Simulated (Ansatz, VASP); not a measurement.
**PbO in VASP and in Ansatz**

Contents of INCAR:

```
SYSTEM = PbO
PREC = Accurate ; ENCUT = 520
EDIFF = 1E-7 ; ISMEAR = 0
SIGMA = 0.01 ; LREAL = .False.
LASPH = .True. ; NELM = 80
ALGO = Normal ; ISIF = 2
LWAVE = .False. ; LCHARG = .False.
GGA = PE ; NBANDS = 28
```

KPOINTS

```
regular mesh
0
Gamma
  4 4 4
  0 0 0
```

Contents of POSCAR:

```
PbO
1.0
    4.0884000000      0.0213400000     -0.0363700000
    0.0213400000      4.0448500000     -0.0006000000
   -0.0456700000     -0.0007600000      4.8219500000
Pb O
2 2
Direct
    0.9951700000      0.5062700000      0.2394100000
    0.4996600000      0.9989200000      0.7588100000
    0.0039900000      0.0062800000      0.9975200000
    0.5014270668      0.5015704280      0.0069284393
```

Input for Ansatz:

```yaml
crystal:
  lattice:
    - [4.0884, 0.02134, -0.03637]
    - [0.02134, 4.04485, -0.0006]
    - [-0.04567, -0.00076, 4.82195]
  atoms:
    - { symbol: Pb, position: [0.99517, 0.50627, 0.23941] }
    - { symbol: Pb, position: [0.49966, 0.99892, 0.75881] }
    - { symbol: O, position: [0.00399, 0.00628, 0.99752] }
    - { symbol: O, position: [0.5014270668208222, 0.5015704279535484, 0.006928439298840808] }
basis:
  ecutwfc: 540.0
  xc_grid: 2
kpoints:
  mp_grid:
    grid: [4, 4, 4]
hamiltonian:
  xc: pbe
scf:
  convergence:
    dr2_threshold: 1.0e-09
  occupations:
    method: fixed
output:
  forces: true
  stress: true
```

Alike in both runs: task single point; functional PBE; k mesh 4 × 4 × 4; no spin polarisation.

|  | VASP | Ansatz |
| --- | --- | --- |
| version | VASP 6.6.1 | Ansatz 0.2.0 |
| potentials or method | VASP PAW PBE potentials, release 64 (Pb_d, O), cutoff 520 eV | plane waves, PAW |
| occupations | gaussian, width 0.01 eV | fixed |
| valence electrons in the cell | 40 | 40 |

```csv
,VASP,Ansatz,Ansatz less VASP
pressure (GPa),2.5,2.5,-0.07
"traceless stress, the component that is largest in VASP (GPa)",0.90,0.88,-0.016
rms of the force components (eV/Å),0.144,0.133,-0.0107
```

Atom by atom the forces differ by 0.016 eV/Å (rms over components). Ansatz's warnings: stress scf threshold loose.

Spin-orbit coupling is off throughout.
